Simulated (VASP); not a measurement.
Write the native input for VASP 6.6.1 that does the following.

| Property | Result |
| --- | --- |
| Task | single point |
| Functional | r2SCAN |
| Potentials or basis | VASP PAW PBE potentials, release 64 (Ru_pv) |
| Cutoff | 520 eV |
| k mesh | 11 × 11 × 11 |
| Occupations | fermi-dirac, width 0.1 eV |
| Spin | no spin polarisation |
| Dipole correction | no |
| Further INCAR settings | ALGO = Normal; EDIFF = 1e-06; NBANDS = 21 |

Crystal: Ru.

```
Ru
1.0
     0.00000    2.67055    2.67055
     2.67055    0.00000    2.67055
     2.67055    2.67055    0.00000
Ru
2
Direct
  0.12500 0.12500 0.12500
  0.87500 0.87500 0.87500
```

This isn't the form of Ru at room conditions, which is hcp.

The input as run:

POSCAR

```
Ru
1.0
    0.0000000000      2.6705532013      2.6705532013
    2.6705532013      0.0000000000      2.6705532013
    2.6705532013      2.6705532013      0.0000000000
Ru
2
Direct
    0.1250000000      0.1250000000      0.1250000000
    0.8750000000      0.8750000000      0.8750000000
```

INCAR.step1

```
PREC = Accurate ; ENCUT = 520
ISMEAR = -1 ; SIGMA = 0.1
LREAL = F ; LASPH = T
NELM = 80 ; NBANDS = 21
GGA = PE ; ALGO = Normal
EDIFF = 1E-4 ; LWAVE = T
LCHARG = F
```

INCAR.step2

```
PREC = Accurate ; ENCUT = 520
EDIFF = 1E-6 ; ISMEAR = -1
SIGMA = 0.1 ; LREAL = F
LASPH = T ; NELM = 80
ALGO = Normal ; ISIF = 2
LWAVE = F ; LCHARG = F
METAGGA = R2SCAN ; LMIXTAU = T
NBANDS = 21 ; ISTART = 1
```

KPOINTS

```
Automatic mesh
0
Gamma
  11 11 11
```

Potentials or basis: VASP PAW PBE potentials, release 64 (Ru_pv).

Launch:

```console
$ cat potpaw_PBE.64/Ru_pv/POTCAR > POTCAR
$ cp INCAR.step1 INCAR
$ mpirun -np 1 vasp_std > vasp.out
$ cp INCAR.step2 INCAR
$ mpirun -np 1 vasp_std > vasp.out
```

It gave:

```
Pressure               : 9.0 GPa
Band gap on the k mesh : zero (bands 14 and 15 overlap by 0.94 eV)
```

Caveat: the cell stands under pressure; the PAW data sets were made with another functional, which shifts forces and pressure a little.

It took 83 s on 1 thread of AMD EPYC 9R45 96-Core Processor (Zen 5), on a shared host, peak memory 0.15 GiB.
